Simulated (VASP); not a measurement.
## ZnSe: single point with PBEsol

The system is ZnSe.

```
CELL_PARAMETERS angstrom
0.00000 2.81669 2.81669
2.81669 0.00000 2.81669
2.81669 2.81669 0.00000
ATOMIC_POSITIONS crystal
Zn 0.00000 0.00000 0.00000
Se 0.25000 0.25000 0.25000
```

| Quantity | Value |
| --- | --- |
| Program | VASP 6.6.1 |
| Task | single point |
| Functional | PBEsol |
| Potentials or basis | VASP PAW PBE potentials, release 64 (Zn, Se) |
| Cutoff | 520 eV |
| k mesh | 7 × 7 × 7 |
| Occupations | fermi-dirac, width 0.05 eV |
| Spin | no spin polarisation |
| Dipole correction | no |
| Further INCAR settings | ALGO = Normal; EDIFF = 1e-06; NBANDS = 16 |

The pressure is 0.3 GPa and the band gap on the k mesh is 1.24 eV, direct.

Levels at points of the mesh, in eV from the valence-band top:
```tsv
k point	band 5	band 6	band 7	band 8	band 9	band 10	band 11	band 12	band 13	band 14
(0.00, 0.00, 0.00)	-6.24	-6.24	0.00	0.00	0.00	1.24	5.72	5.72	5.72	9.81
```

It took 14 s on 1 thread of Intel(R) Xeon(R) Platinum 8259CL CPU @ 2.50GHz (Skylake/Cascade Lake) (shared host), peak memory 0.17 GiB.

Caveat: the PAW data sets were made with another functional, which shifts forces and pressure a little. Expect the measured gap to be larger: semilocal functionals such as PBEsol lack the derivative discontinuity.
